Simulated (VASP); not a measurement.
# SiC (F-43m) in VASP: a series of runs, part 2 of 2

VASP 6.6.1. Earlier steps stand in the parts before.

**6. Single point, r2SCAN**

This run uses another cell than the first one, of 10.33 Å³/atom, 1.006 times its volume.

The input, POSCAR:

```
SiC
1.0
    0.0000000000      2.1781449820      2.1781449820
    2.1781449820      0.0000000000      2.1781449820
    2.1781449820      2.1781449820      0.0000000000
Si C
1 1
Direct
    0.0000000000      0.0000000000      0.0000000000
    0.7500000000      0.7500000000      0.7500000000
```

The input, INCAR.step1:

```
PREC = Accurate ; ENCUT = 520
ISMEAR = 0 ; SIGMA = 0.05
LREAL = False ; LASPH = True
NELM = 60 ; NBANDS = 11
GGA = PE ; ALGO = Normal
EDIFF = 1E-4 ; LWAVE = True
LCHARG = False
```

The input, INCAR.step2:

```
PREC = Accurate ; ENCUT = 520
EDIFF = 1E-6 ; ISMEAR = 0
SIGMA = 0.05 ; LREAL = False
LASPH = True ; NELM = 60
ALGO = Normal ; ISIF = 2
LWAVE = False ; LCHARG = False
METAGGA = R2SCAN ; LMIXTAU = True
NBANDS = 11 ; ISTART = 1
```

The input, KPOINTS:

```
regular mesh
0
Gamma
  12 12 12
```

Potentials or basis: VASP PAW PBE potentials, release 64 (Si, C).

Run with:

```bash
$ cat potpaw_PBE.64/Si/POTCAR potpaw_PBE.64/C/POTCAR > POTCAR
$ cp INCAR.step1 INCAR
$ mpirun -np 1 vasp_std > vasp.out
$ cp INCAR.step2 INCAR
$ mpirun -np 1 vasp_std > vasp.out
```

OUTCAR:

```text
PREC = Accurate
   ENCUT = 520
   EDIFF = 1E-6
   ISMEAR = 0
   LREAL = False
   LASPH = True
   NELM = 60
   ISIF = 2
   METAGGA = R2SCAN
   ISTART = 1

 ion  position               nearest neighbor table
   1  0.000  0.000  0.000-   2 1.89   2 1.89   2 1.89   2 1.89
   2  0.750  0.750  0.750-   1 1.89   1 1.89   1 1.89   1 1.89

  LATTYP: Found a face centered cubic cell.
 ALAT       =     4.3562899640

  Lattice vectors:

 A1 = (   0.0000000000,   2.1781449820,   2.1781449820)
[... 522 lines left out ...]
------------------------ aborting loop because EDIFF is reached ----------------------------------------

  FORCE on cell =-STRESS in cart. coord.  units (eV):
  Direction    XX          YY          ZZ          XY          YZ          ZX
  --------------------------------------------------------------------------------------
  -------------------------------------------------------------------------------------
  Total       -0.0213518     -0.0213518     -0.0213518     -0.0000000      0.0000000     -0.0000000
  in kB       -1.6552128     -1.6552128     -1.6552128     -0.0000000      0.0000000     -0.0000000
  external PRESSURE =      -1.6552128 kB  Pullay stress =       0.0000000 kB

 VOLUME and BASIS-vectors are now :
 -----------------------------------------------------------------------------
  energy-cutoff  :      520.00
  volume of cell :       20.67
      direct lattice vectors                 reciprocal lattice vectors
     0.000000000  2.178144982  2.178144982    -0.229553131  0.229553131  0.229553131
     2.178144982  0.000000000  2.178144982     0.229553131 -0.229553131  0.229553131
     2.178144982  2.178144982  0.000000000     0.229553131  0.229553131 -0.229553131

 POSITION                                       TOTAL-FORCE (eV/Angst)
 -----------------------------------------------------------------------------------
      0.00000      0.00000      0.00000         0.000000      0.000000      0.000000
      3.26722      3.26722      3.26722        -0.000000     -0.000000     -0.000000
 -----------------------------------------------------------------------------------
    total drift:                                0.000001      0.000001      0.000001

  FREE ENERGIE OF THE ION-ELECTRON SYSTEM (eV)
  ---------------------------------------------------
  free  energy   TOTEN  =       -19.3270663124 eV

  energy  without entropy=      -19.3270663124  energy(sigma->0) =      -19.32706631
```

OSZICAR.step1:

```text
N       E                     dE             d eps       ncg     rms          rms(c)
DAV:   1     0.306332127121E+01    0.30633E+01   -0.39760E+03  1664   0.617E+02
DAV:   2    -0.163151566719E+02   -0.19378E+02   -0.18559E+02  1996   0.110E+02
DAV:   3    -0.169133137793E+02   -0.59816E+00   -0.59702E+00  1954   0.158E+01
DAV:   4    -0.169154742863E+02   -0.21605E-02   -0.21604E-02  1846   0.120E+00
DAV:   5    -0.169154837690E+02   -0.94827E-05   -0.94827E-05  1952   0.730E-02    0.882E+00
DAV:   6    -0.151145973104E+02    0.18009E+01   -0.64903E+00  1764   0.114E+01    0.391E+00
DAV:   7    -0.150648481586E+02    0.49749E-01   -0.38716E-01  1890   0.356E+00    0.179E+00
DAV:   8    -0.150571125132E+02    0.77356E-02   -0.20312E-02  1782   0.948E-01    0.171E-01
DAV:   9    -0.150572145399E+02   -0.10203E-03   -0.16429E-03  1981   0.231E-01    0.113E-01
DAV:  10    -0.150573246574E+02   -0.11012E-03   -0.23823E-04  1733   0.938E-02    0.261E-02
DAV:  11    -0.150573266438E+02   -0.19864E-05   -0.40599E-05   966   0.337E-02
   1 F= -.15057327E+02 E0= -.15057327E+02  d E =-.131432E-18
```

Run time: 30 s. Hardware: 1 thread of Intel Xeon 6975P-C, shared host; peak memory 0.14 GiB.

Results:

```
Free energy            : -19.3271 eV
Pressure               : -0.2 GPa
Band gap on the k mesh : 1.72 eV, indirect (least direct gap 5.06 eV)
```

Caveat: the PAW data sets were made with another functional, which shifts forces and pressure a little.

**7. The runs side by side**

| task | cell | k mesh | cutoff (eV) | smearing | gap on the mesh (eV) | pressure (GPa) |
| --- | --- | --- | --- | --- | --- | --- |
| relaxation of cell and atoms | relaxed from a = 3.075 Å, angles 60.0°, 2 atoms | 12 × 12 × 12 | 600 | gaussian 0.02 eV | 1.72 | 0.0 |
| single point | a = 3.080 Å, angles 60.0°, 2 atoms | 10 × 10 × 10 | 520 | gaussian 0.05 eV | 1.72 | -0.2 |
| single point | a = 4.356 Å, 8 atoms | 6 × 6 × 6 | 520 | gaussian 0.05 eV | 1.72 | -0.2 |
| single point | a = 3.080, b = 3.080, c = 4.356 Å, 4 atoms | 10 × 10 × 6 | 520 | gaussian 0.05 eV | 1.72 | -0.2 |
| single point | a = 3.080 Å, angles 60.0°, 2 atoms | 12 × 12 × 12 | 520 | gaussian 0.05 eV | 1.72 | -0.2 |

Alike in all rows: level r2SCAN; potentials or basis VASP PAW PBE potentials, release 64 (Si, C); no spin polarisation.

Caveats: the PAW data sets were made with another functional, which shifts forces and pressure a little.

Total energies depend on the potentials used, so only differences within one code and one set of settings carry meaning.

**8. How close it comes**

Step 3. Measured gap of SiC: 2.4 eV (indirect; quoted in “Insight into the structural, elastic and electronic properties of a new orthorhombic 6O-SiC polytype”, 2020, pmc:7200658). This calculation gives 1.72 eV (-0.68 eV). The value is that of r2SCAN on a finite k mesh, which can miss the band edges, without temperature or zero-point motion.

Step 6. Measured gap of SiC: 2.4 eV (indirect; quoted in “Insight into the structural, elastic and electronic properties of a new orthorhombic 6O-SiC polytype”, 2020, pmc:7200658). This calculation gives 1.72 eV (-0.68 eV). The value is that of r2SCAN on a finite k mesh, which can miss the band edges, without temperature or zero-point motion.
